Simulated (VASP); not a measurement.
Here is a VASP 6.6.1 calculation.

Contents of INCAR:

```
  PREC = Accurate
  ENCUT = 520
  EDIFF = 1E-7
  ISMEAR = 1
  SIGMA = 0.05
  LREAL = F
  LASPH = T
  NELM = 80
  ALGO = Normal
  ISIF = 2
  LWAVE = F
  LCHARG = F
  GGA = PE
  NBANDS = 8
```

The input KPOINTS:

```
regular mesh
0
Gamma
  18 18 18
```

Contents of POSCAR:

```
Si
1.0
    2.2835914166      0.0000000000      0.0000000000
    0.0000000000      2.2835914166      0.0000000000
    0.0000000000      0.0000000000      2.2835914166
Si
1
Direct
    0.0000000000      0.0000000000      0.0000000000
```

Potentials or basis: VASP PAW PBE potentials, release 64 (Si).

Command:

```sh
$ cat potpaw_PBE.64/Si/POTCAR > POTCAR
$ mpirun -np 1 vasp_std > vasp.out
```

(1) Predict the pressure.

(2) What does it give for the band gap on the k mesh?

Results:

(1) 59.8 GPa.

(2) zero (band 2 reaches 20.01 eV, above the bottom of band 3 at 9.84 eV).
